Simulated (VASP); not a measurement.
# BeAs4 (Pm-3m) in VASP: a series of runs

BeAs4 is run at these levels: PBE; tasks: single point, relaxation of cell and atoms.

Program: VASP 6.6.1. These are calculated values, not measurements. Logs are shortened: lines on timing, memory, paths and dates and some standing lists are left out, and cuts for length are marked.

### 1 The cell of the first run

Symmetry: Pm-3m, No. 221, cubic system. Conventional cell: a = 4.929 Å, b = 4.929 Å, c = 4.929 Å, α = 90.00°, β = 90.00°, γ = 90.00°. Within 4.6 Å of Be (site symmetry m-3m) lie 20 As at 3.49 to 4.27 Å. As (site symmetry 4/mmm) has 2 As at 2.46 Å within 3.3 Å. As (site symmetry m-3m) has 6 As at 2.46 Å within 3.3 Å.

### 2 Single point, PBE

The input, INCAR:

```
PREC = Accurate
ENCUT = 520
EDIFF = 1E-6
ISMEAR = 0
SIGMA = 0.1
LREAL = F
LASPH = T
NELM = 100
ALGO = Normal
ISIF = 2
LWAVE = F
LCHARG = F
GGA = PE
NBANDS = 19
```

The input, KPOINTS:

```
regular mesh
0
Gamma
  8 8 8
```

The input, POSCAR:

```
BeAs4
1.0
    4.9291559356      0.0000000000      0.0000000000
    0.0000000000      4.9291559356      0.0000000000
    0.0000000000      0.0000000000      4.9291559356
Be As
1 4
Direct
    0.0000000000      0.0000000000      0.0000000000
    0.0000000000      0.5000000000      0.5000000000
    0.5000000000      0.0000000000      0.5000000000
    0.5000000000      0.5000000000      0.0000000000
    0.5000000000      0.5000000000      0.5000000000
```

Potentials or basis: VASP PAW PBE potentials, release 64 (Be, As).

Started as:

```sh
> cat potpaw_PBE.64/Be/POTCAR potpaw_PBE.64/As/POTCAR > POTCAR
> mpirun -np 1 vasp_std > vasp.out
```

OUTCAR:

```text
PREC = Accurate
   ENCUT = 520
   EDIFF = 1E-6
   ISMEAR = 0
   LREAL = F
   LASPH = T
   NELM = 100
   ISIF = 2
   GGA = PE

 ion  position               nearest neighbor table
   1  0.000  0.000  0.000-
   2  0.000  0.500  0.500-   5 2.46   5 2.46
   3  0.500  0.000  0.500-   5 2.46   5 2.46
   4  0.500  0.500  0.000-   5 2.46   5 2.46
   5  0.500  0.500  0.500-   2 2.46   3 2.46   4 2.46   4 2.46   3 2.46   2 2.46

  LATTYP: Found a simple cubic cell.
 ALAT       =     4.9291559356

  Lattice vectors:

 A1 = (   4.9291559356,   0.0000000000,   0.0000000000)
 A2 = (   0.0000000000,   4.9291559356,   0.0000000000)
 A3 = (   0.0000000000,   0.0000000000,   4.9291559356)

Analysis of symmetry for initial positions (statically):
=====================================================================
 Subroutine PRICEL returns:
 Original cell was already a primitive cell.

 Routine SETGRP: Setting up the symmetry group for a
 simple cubic supercell.

 Subroutine GETGRP returns: Found 48 space group operations
 (whereof 48 operations were pure point group operations)
 out of a pool of 48 trial point group operations.

The static configuration has the point symmetry O_h .

Analysis of symmetry for dynamics (positions and initial velocities):
=====================================================================
 Subroutine PRICEL returns:
 Original cell was already a primitive cell.

 Routine SETGRP: Setting up the symmetry group for a
 simple cubic supercell.

 Subroutine GETGRP returns: Found 48 space group operations
 (whereof 48 operations were pure point group operations)
 out of a pool of 48 trial point group operations.

The dynamic configuration has the point symmetry O_h .

 Subroutine INISYM returns: Found 48 space group operations
 (whereof 48 operations are pure point group operations),
 and found     1 'primitive' translations

----------------------------------------------------------------------------------------

                                     Primitive cell

  volume of cell :     119.7616

  direct lattice vectors                    reciprocal lattice vectors
     4.929155936  0.000000000  0.000000000     0.202874491  0.000000000  0.000000000
     0.000000000  4.929155936  0.000000000     0.000000000  0.202874491  0.000000000
     0.000000000  0.000000000  4.929155936     0.000000000  0.000000000  0.202874491

  length of vectors
     4.929155936  4.929155936  4.929155936     0.202874491  0.202874491  0.202874491

  position of ions in fractional coordinates (direct lattice)
     0.000000000  0.000000000  0.000000000
     0.000000000  0.500000000  0.500000000
     0.500000000  0.000000000  0.500000000
     0.500000000  0.500000000  0.000000000
     0.500000000  0.500000000  0.500000000

  ion indices of the primitive-cell ions
   primitive index   ion index
                 1           1
                 2           2
                 3           3
                 4           4
                 5           5

----------------------------------------------------------------------------------------

 KPOINTS: regular mesh

Automatic generation of k-mesh.
 Grid dimensions read from file:
 generate k-points for:    8    8    8

 Generating k-lattice:

  Cartesian coordinates                     Fractional coordinates (reciprocal lattice)
     0.025359311  0.000000000  0.000000000     0.125000000  0.000000000  0.000000000
     0.000000000  0.025359311  0.000000000     0.000000000  0.125000000  0.000000000
     0.000000000  0.000000000  0.025359311     0.000000000  0.000000000  0.125000000

  Length of vectors
     0.025359311  0.025359311  0.025359311

  Shift w.r.t. Gamma in fractional coordinates (k-lattice)
     0.000000000  0.000000000  0.000000000

 Subroutine IBZKPT returns following result:
 ===========================================

 Found     35 irreducible k-points:

 Following reciprocal coordinates:
            Coordinates               Weight
  0.000000  0.000000  0.000000      1.000000
  0.125000  0.000000  0.000000      6.000000
  0.250000  0.000000  0.000000      6.000000
  0.375000  0.000000  0.000000      6.000000
  0.500000  0.000000  0.000000      3.000000
  0.125000  0.125000  0.000000     12.000000
[... 16 lines left out ...]
  0.375000  0.375000  0.125000     24.000000
  0.500000  0.375000  0.125000     24.000000
 [... further k-points ...]
   k-points           NKPTS =     35   k-points in BZ     NKDIM =     35   number of bands    NBANDS=     19
   number of dos      NEDOS =    301   number of ions     NIONS =      5
   total plane-waves  NPLWV =  64000
   dimension x,y,z NGX =    40 NGY =   40 NGZ =   40
   dimension x,y,z NGXF=    80 NGYF=   80 NGZF=   80
   ions per type =               1   4
   NGX,Y,Z   is equivalent  to a cutoff of  13.49, 13.49, 13.49 a.u.
   NGXF,Y,Z  is equivalent  to a cutoff of  26.98, 26.98, 26.98 a.u.
 SYSTEM =  unknown system
   PREC   = accura    normal or accurate (medium, high low for compatibility)
   ISTART =      0    job   : 0-new  1-cont  2-samecut
   ICHARG =      2    charge: 1-file 2-atom 10-const
   ISPIN  =      1    spin polarized calculation?
   LNONCOLLINEAR =      F non collinear calculations
   LSORBIT =      F    spin-orbit coupling
   LASPH  =      T    aspherical Exc in radial PAW
   ENCUT  =  520.0 eV  38.22 Ry    6.18 a.u.   9.16  9.16  9.16*2*pi/ulx,y,z
   NELM   =    100;   NELMIN=  2; NELMDL= -5     # of ELM steps
   EDIFF  = 0.1E-05   stopping-criterion for ELM
   LREAL  =      F    real-space projection
   EDIFFG = 0.1E-04   stopping-criterion for IOM
   NSW    =      0    number of steps for IOM
   IBRION =     -1    ionic relax: 0-MD 1-quasi-New 2-CG
   NFREE  =      0    steps in history (QN), initial steepest desc. (CG)
   ISIF   =      2    stress and relaxation
   ISYM   =      2    0-nonsym 1-usesym 2-fastsym
   POTIM  = 0.5000    time-step for ionic-motion
   TEBEG  =    0.0;   TEEND  =   0.0 temperature during run
   PSTRESS=    0.0 pullay stress
   NELECT =      22.0000    total number of electrons
   NUPDOWN=      -1.0000    fix difference up-down
   EMIN   =  10.00;   EMAX   =-10.00  energy-range for DOS
   EFERMI =   0.00;   METHOD = LEGACY
   ISMEAR =     0;   SIGMA  =   0.10  broadening in eV -4-tet -1-fermi 0-gaus
   EFERMI_NEDOS =   21; number of points for ismear=-14 and -15
   IALGO  =     38    algorithm
   IMIX   =      4    mixing-type and parameters
     AMIX     =   0.40;   BMIX     =  1.00
     AMIX_MAG =   1.60;   BMIX_MAG =  1.00
  volume/ion in A,a.u.               =      23.95       161.64
  Fermi-wavevector in a.u.,A,eV,Ry     =   0.930629  1.758633 11.783598  0.866070
  Thomas-Fermi vector in A             =   2.057037
   LORBIT       =      0    0 simple, 1 ext, 2 COOP (PROOUT), +10 PAW based schemes
   GGA     = PE    functional components
   LHFCALC =     F    Hartree Fock is set to
   AEXX    =    0.0000 exact exchange contribution
   IVDW    =     0    specifies the selected vdW correction
   LEPSILON=     F    determine dielectric tensor
   LRPA    =     F    only Hartree local field effects (RPA)
 non-spin polarized calculation
 Gauss-broadening in eV      SIGMA  =   0.10
  energy-cutoff  :      520.00
  volume of cell :      119.76
 maximum number of plane-waves:      3242
 NGX is ok and might be reduce to    40
   NGX = 19   NGY = 19   NGZ = 19

 number of electron      21.9999994 magnetization

 Free energy of the ion-electron system (eV)
  ---------------------------------------------------
  ext. energy  EPLUGINS =         0.00000000
  ---------------------------------------------------
  free energy    TOTEN  =       -16.17768648 eV

  energy without entropy =      -16.15286822  energy(sigma->0) =      -16.16527735

 E-fermi :   3.2511     XC(G=0):  -9.1032

 val. band max:        3.2267581116   @ k =   0.5000   0.1250   0.0000
 cond. band min:       3.2519341424   @ k =   0.2500   0.2500   0.1250
 fundamental gap:      0.0251760308
 Fermi energy:         3.2510691573

 k-point     1 :       0.0000    0.0000    0.0000
  band No.  band energies     occupation
      1     -11.4642      2.00000
      2      -6.4052      2.00000
      3      -6.4052      2.00000
      4      -3.4710      2.00000
      5      -3.0034      2.00000
      6      -3.0034      2.00000
[... 11 lines left out ...]
     18       7.9833      0.00000
     19       7.9833      0.00000

 k-point     2 :       0.1250    0.0000    0.0000
  band No.  band energies     occupation
      1     -11.4093      2.00000
      2      -6.6734      2.00000
      3      -6.3976      2.00000
      4      -3.9790      2.00000
      5      -2.9664      2.00000
      6      -2.9664      2.00000
[... 11 lines left out ...]
     18       8.0433      0.00000
     19       8.4905      0.00000

 k-point     3 :       0.2500    0.0000    0.0000
  band No.  band energies     occupation
      1     -11.2624      2.00000
      2      -7.2707      2.00000
      3      -6.3791      2.00000
      4      -4.2261      2.00000
      5      -2.8718      2.00000
      6      -2.8718      2.00000
[... 11 lines left out ...]
     18       8.2062      0.00000
     19       9.0570      0.00000

 k-point     4 :       0.3750    0.0000    0.0000
  band No.  band energies     occupation
      1     -11.0867      2.00000
      2      -7.8195      2.00000
      3      -6.3604      2.00000
      4      -4.2731      2.00000
      5      -2.7682      2.00000
      6      -2.7682      2.00000
[... 11 lines left out ...]
     18       7.3698      0.00000
     19       8.4061      0.00000

 k-point     5 :       0.5000    0.0000    0.0000
  band No.  band energies     occupation
      1     -11.0016      2.00000
      2      -8.0418      2.00000
      3      -6.3525      2.00000
      4      -4.2729      2.00000
      5      -2.7221      2.00000
      6      -2.7221      2.00000
[... 11 lines left out ...]
     18       6.8041      0.00000
     19       8.5059      0.00000

 k-point     6 :       0.1250    0.1250    0.0000
  band No.  band energies     occupation
      1     -11.3538      2.00000
      2      -6.7551      2.00000
      3      -6.5480      2.00000
      4      -4.3734      2.00000
      5      -2.9296      2.00000
      6      -2.3422      2.00000
[... 11 lines left out ...]
     18       8.5264      0.00000
     19       8.5595      0.00000

 k-point     7 :       0.2500    0.1250    0.0000
  band No.  band energies     occupation
      1     -11.2047      2.00000
      2      -7.2677      2.00000
      3      -6.5831      2.00000
      4      -4.6365      2.00000
      5      -2.8353      2.00000
      6      -2.0549      2.00000
[... 11 lines left out ...]
     18       8.6870      0.00000
     19       9.0573      0.00000

 k-point     8 :       0.3750    0.1250    0.0000
  band No.  band energies     occupation
      1     -11.0259      2.00000
      2      -7.8045      2.00000
      3      -6.5654      2.00000
      4      -4.6961      2.00000
      5      -2.7322      2.00000
      6      -1.9265      2.00000
[... 256 lines left out ...]
 k-point    20 :       0.2500    0.2500    0.1250
  band No.  band energies     occupation
      1     -10.9883      2.00000
      2      -7.3350      2.00000
      3      -7.0679      2.00000
      4      -5.4552      2.00000
      5      -1.9969      2.00000
      6      -0.8148      2.00000
[... 11 lines left out ...]
     18       8.8254      0.00000
     19       9.1173      0.00000

 k-point    21 :       0.3750    0.2500    0.1250
  band No.  band energies     occupation
      1     -10.7959      2.00000
      2      -7.7554      2.00000
      3      -7.1315      2.00000
      4      -5.5697      2.00000
      5      -1.8877      2.00000
      6      -0.4063      2.00000
[... 11 lines left out ...]
     18       7.8617      0.00000
     19       8.8468      0.00000

 k-point    22 :       0.5000    0.2500    0.1250
  band No.  band energies     occupation
      1     -10.7008      2.00000
      2      -7.9716      2.00000
      3      -7.1254      2.00000
      4      -5.5871      2.00000
      5      -1.8405      2.00000
      6      -0.4086      2.00000
[... 11 lines left out ...]
     18       7.5252      0.00000
     19       8.7771      0.00000

 k-point    23 :       0.3750    0.3750    0.1250
  band No.  band energies     occupation
      1     -10.5871      2.00000
      2      -7.7639      2.00000
      3      -7.6182      2.00000
      4      -5.6985      2.00000
      5      -1.7794      2.00000
      6      -0.6455      2.00000
[... 11 lines left out ...]
     18       7.1067      0.00000
     19       7.9954      0.00000

 k-point    24 :       0.5000    0.3750    0.1250
  band No.  band energies     occupation
      1     -10.4816      2.00000
      2      -7.9317      2.00000
      3      -7.6705      2.00000
      4      -5.7200      2.00000
      5      -1.7333      2.00000
      6      -0.7873      2.00000
[... 11 lines left out ...]
     18       7.5519      0.00000
     19       7.7097      0.00000

 [... further k-points ...]

------------------------ aborting loop because EDIFF is reached ----------------------------------------

  FORCE on cell =-STRESS in cart. coord.  units (eV):
  Direction    XX          YY          ZZ          XY          YZ          ZX
  --------------------------------------------------------------------------------------
  -------------------------------------------------------------------------------------
  Total        0.1542405      0.1542405      0.1542405      0.0000000      0.0000000     -0.0000000
  in kB        2.0634371      2.0634371      2.0634371      0.0000000      0.0000000     -0.0000000
  external PRESSURE =       2.0634371 kB  Pullay stress =       0.0000000 kB

 VOLUME and BASIS-vectors are now :
 -----------------------------------------------------------------------------
  energy-cutoff  :      520.00
  volume of cell :      119.76
      direct lattice vectors                 reciprocal lattice vectors
     4.929155936  0.000000000  0.000000000     0.202874491  0.000000000  0.000000000
     0.000000000  4.929155936  0.000000000     0.000000000  0.202874491  0.000000000
     0.000000000  0.000000000  4.929155936     0.000000000  0.000000000  0.202874491

 POSITION                                       TOTAL-FORCE (eV/Angst)
 -----------------------------------------------------------------------------------
      0.00000      0.00000      0.00000         0.000000      0.000000      0.000000
      0.00000      2.46458      2.46458         0.000000      0.000000      0.000000
      2.46458      0.00000      2.46458         0.000000      0.000000      0.000000
      2.46458      2.46458      0.00000         0.000000      0.000000      0.000000
      2.46458      2.46458      2.46458         0.000000      0.000000      0.000000
 -----------------------------------------------------------------------------------
    total drift:                                0.000000     -0.000000     -0.000000

  FREE ENERGIE OF THE ION-ELECTRON SYSTEM (eV)
  ---------------------------------------------------
  free  energy   TOTEN  =       -16.1776864791 eV

  energy  without entropy=      -16.1528682185  energy(sigma->0) =      -16.16527735
```

Wall time 31 s (1 thread of AMD EPYC 9R45 (Zen 5), shared host); peak memory 0.23 GiB.

Results:

- Free energy: -16.1777 eV
- Pressure: 0.2 GPa
- Band gap on the k mesh: zero (band 11 reaches 3.97 eV, above the bottom of band 12 at 2.41 eV)

Levels at points of the mesh, in eV from the Fermi level:
| k point | band 9 | band 10 | band 11 | band 12 | band 13 | band 14 |
| --- | --- | --- | --- | --- | --- | --- |
| (0.00, 0.00, 0.00) | -0.36 | -0.36 | -0.36 | 0.11 | 0.11 | 0.11 |
| (0.50, 0.00, 0.00) | -1.54 | -0.73 | -0.11 | 0.18 | 0.18 | 0.61 |
| (0.50, 0.50, 0.00) | -1.16 | -1.16 | -0.12 | 0.63 | 0.70 | 0.70 |
| (0.50, 0.50, 0.50) | -0.06 | -0.06 | 0.72 | 0.72 | 0.72 | 2.04 |

(Continued in part 2 of 2.)
